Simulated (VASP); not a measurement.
A run of VASP 6.6.1:

The input POSCAR:

```
Sc
1.0
   -1.9172054859      1.9172054859      1.7176030000
    1.9172054859     -1.9172054859      1.7176030000
    1.9172054859      1.9172054859     -1.7176030000
Sc
1
Direct
    0.0000000000      0.0000000000      0.0000000000
```

Contents of INCAR.step1:

```
SYSTEM = Sc
PREC = Accurate ; ENCUT = 520
ISMEAR = 0 ; SIGMA = 0.1
LREAL = .FALSE. ; LASPH = .TRUE.
NELM = 60 ; NBANDS = 12
GGA = PE ; ALGO = Normal
EDIFF = 1E-4 ; LWAVE = .TRUE.
LCHARG = .FALSE.
```

File INCAR.step2:

```
SYSTEM = Sc
PREC = Accurate ; ENCUT = 520
EDIFF = 1E-6 ; ISMEAR = 0
SIGMA = 0.1 ; LREAL = .FALSE.
LASPH = .TRUE. ; NELM = 60
ALGO = Normal ; ISIF = 2
LWAVE = .FALSE. ; LCHARG = .FALSE.
METAGGA = R2SCAN ; LMIXTAU = .TRUE.
NBANDS = 12 ; ISTART = 1
```

File KPOINTS:

```
regular mesh
0
G
  24 24 24
  0 0 0
```

Potentials or basis: VASP PAW PBE potentials, release 64 (Sc_sv).

Run with:

```console
$ cat potpaw_PBE.64/Sc_sv/POTCAR > POTCAR
$ cp INCAR.step1 INCAR
$ mpirun -np 1 vasp_std > vasp.out
$ cp INCAR.step2 INCAR
$ mpirun -np 1 vasp_std > vasp.out
```

Hardware: 1 thread of Intel(R) Xeon(R) Platinum 8488C (Sapphire Rapids), with other jobs on the host.

Question: How long does it take, and how much memory?

Answer: Wall time 7.3 min on 1 thread of Intel(R) Xeon(R) Platinum 8488C (Sapphire Rapids), with other jobs on the host, peak memory 0.39 GiB. Counts: k points 1063.
